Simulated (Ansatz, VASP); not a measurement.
# Ir: VASP beside Ansatz

File INCAR:

```
SYSTEM = Ir
ALGO = Normal
EDIFF = 1E-6
ENCUT = 520
GGA = PE
ISIF = 2
ISMEAR = -1
LASPH = .True.
LCHARG = .False.
LREAL = .False.
LWAVE = .False.
NBANDS = 10
NELM = 60
PREC = Accurate
SIGMA = 0.05
```

Contents of KPOINTS:

```
k-points
0
Gamma
  17 17 17
  0 0 0
```

Contents of POSCAR:

```
Ir
1.0
   -1.4903174204      1.4903174204      1.4903174204
    1.4903174204     -1.4903174204      1.4903174204
    1.4903174204      1.4903174204     -1.4903174204
Ir
1
Direct
    0.0000000000      0.0000000000      0.0000000000
```

Input for Ansatz:

```yaml
crystal:
  lattice:
    - [-1.4903174204, 1.4903174204, 1.4903174204]
    - [1.4903174204, -1.4903174204, 1.4903174204]
    - [1.4903174204, 1.4903174204, -1.4903174204]
  atoms:
    - { symbol: Ir, position: [0.0, 0.0, 0.0] }
kpoints:
  mp_grid: { grid: [17, 17, 17] }
scf:
  occupations: { method: fermi_dirac, width: 0.05 }
hamiltonian:
  xc: pbe
  pseudopotentials: { kind: all_electron, lapw: { basis_error: 0.001 } }
output:
  forces: true
  stress: true
  eigenvalues: true
  populations: true
```

Change from the starting cell: volume scaled by 0.88, LAPW.

Alike in both runs: task single point; functional PBE; k mesh 17 × 17 × 17; occupations fermi-dirac, width 0.05 eV; no spin polarisation.

|  | VASP | Ansatz |
| --- | --- | --- |
| version | VASP 6.6.1 | Ansatz 0.2.0 |
| potentials or method | VASP PAW PBE potentials, release 64 (Ir), cutoff 520 eV | all-electron LAPW, scalar-relativistic |

Ansatz gave:

* pressure (GPa): 53.9

Estimate VASP's values.

pressure (GPa): 55.4.

Both programs put the cell under a high pressure, so it lies far from rest at this level. Ansatz ran all-electron here, and VASP with PAW potentials.

Spin-orbit coupling is off throughout.
